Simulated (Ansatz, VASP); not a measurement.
SiNi in VASP and in Ansatz

```
Si Ni
1.0
     3.09714    0.00000    0.00000
     0.00000    3.30295    0.00000
     0.00000    0.00000    4.58295
Si Ni
2 2
Cartesian
  1.5486 1.6515 3.8643
  0.0000 0.0000 0.7187
  1.5486 1.6515 1.5688
  0.0000 0.0000 3.0142
```

Alike in both runs: task single point; functional PBE; k mesh 18 × 16 × 12; occupations gaussian, width 0.15 eV; no spin polarisation.

|  | VASP | Ansatz |
| --- | --- | --- |
| version | VASP 6.6.1 | Ansatz 0.2.0 |
| potentials or method | VASP PAW PBE potentials, release 64 (Si, Ni), cutoff 520 eV | scalar-relativistic, plane waves, PAW |
| valence electrons in the cell | 28 | 44 |

|  | VASP | Ansatz | Ansatz less VASP |
| --- | --- | --- | --- |
| gap on the k mesh at the Fermi level (eV) | none | none | - |
| pressure (GPa) | 2.0 | 1.9 | -0.11 |
| traceless stress, the component that is largest in VASP (GPa) | 7.85 | 7.66 | -0.185 |
| rms of the force components (eV/Å) | 0.075 | 0.074 | -0.0012 |

Atom by atom the forces differ by 0.001 eV/Å (rms over components). A gap of «none» marks a metal or a gap that the smearing closes. VASP's potentials hold 28 valence electrons a cell and Ansatz's 44, so a difference there can come from the potentials and not from the codes.
